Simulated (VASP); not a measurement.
Runs of VASP 6.6.1 on SiC. The structure is hexagonal, space group P6_3mc (No. 186). The conventional cell has a = 3.081 Å, b = 3.081 Å, c = 15.125 Å, α = 90.00°, β = 90.00°, γ = 120.00°. Within 2.5 Å of Si (site symmetry 3m) lie 4 C at 1.88 to 1.90 Å. Si (site symmetry 3m) has 4 C at 1.89 Å within 2.5 Å. Si (site symmetry 3m) has 4 C at 1.89 Å within 2.5 Å. Within 2.5 Å of C (site symmetry 3m) lie 4 Si at 1.88 to 1.89 Å. Within 2.5 Å of C (site symmetry 3m) lie 4 Si at 1.89 Å. C (site symmetry 3m) has 4 Si at 1.89 to 1.90 Å within 2.5 Å. 

```csv
task,level,k mesh,gap on the mesh (eV),pressure (GPa),largest force (eV/Å)
electric field gradients,PBE,10 × 10 × 2,2.01,2.8,0.18
single point,PBE,10 × 10 × 2,(a),2.8,0.01
electric field gradients,r2SCAN,10 × 10 × 2,(b),-0.8,0.02
electric field gradients,PBE,"10 × 10 × 2, shifted",2.13,2.8,0.18
```

Alike in all rows: potentials or basis VASP PAW PBE potentials, release 64 (Si, C); no spin polarisation; cell as given; cutoff (eV) 520; smearing fermi-dirac 0.02 eV.

Q: Estimate the missing entries.

A: (a) 2.02; (b) 2.40.

Caveats: the PAW data sets were made with another functional, which shifts forces and pressure a little (at least some runs); a shifted mesh leaves out Γ, where band edges can lie (at least some runs).

A k mesh can miss the band edges.
